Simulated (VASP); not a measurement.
## CoSi2: single point with PBEsol

Crystal: CoSi2.

```xyz
3
Lattice="0.0000 2.6205 2.6205 2.6205 0.0000 2.6205 2.6205 2.6205 0.0000" Properties=species:S:1:pos:R:3 pbc="T T T"
Co    0.0000    0.0000    0.0000
Si    1.3102    1.3102    1.3102
Si    3.9307    3.9307    3.9307
```

```
Program                : VASP 6.6.1
Task                   : single point
Functional             : PBEsol
Potentials or basis    : VASP PAW PBE potentials, release 64 (Co, Si)
Cutoff                 : 520 eV
k mesh                 : 14 × 14 × 14
Occupations            : gaussian, width 0.15 eV
Spin                   : collinear spin, ferromagnetic start
Starting moments       : [0.275, 0.0, 0.0] μB
Fixed moment           : 0.275 μB
Dipole correction      : no
Further INCAR settings : ALGO = Normal; EDIFF = 1e-06; NBANDS = 20
```

| Property | Result |
| --- | --- |
| Pressure | 9.0 GPa |
| Net moment | 0.28 μB per cell |
| Site moments | Co +0.17; Si +0.02 μB |
| Valence electrons inside the program's atomic spheres | Co 9.05; Si 1.63 |

It took 92 s on 1 thread of AMD EPYC 9R45 96-Core Processor (Zen 5), with other jobs on the host, peak memory 0.22 GiB.

Caveat: the PAW data sets were made with another functional, which shifts forces and pressure a little; the total moment is fixed, so each spin has its own Fermi level.
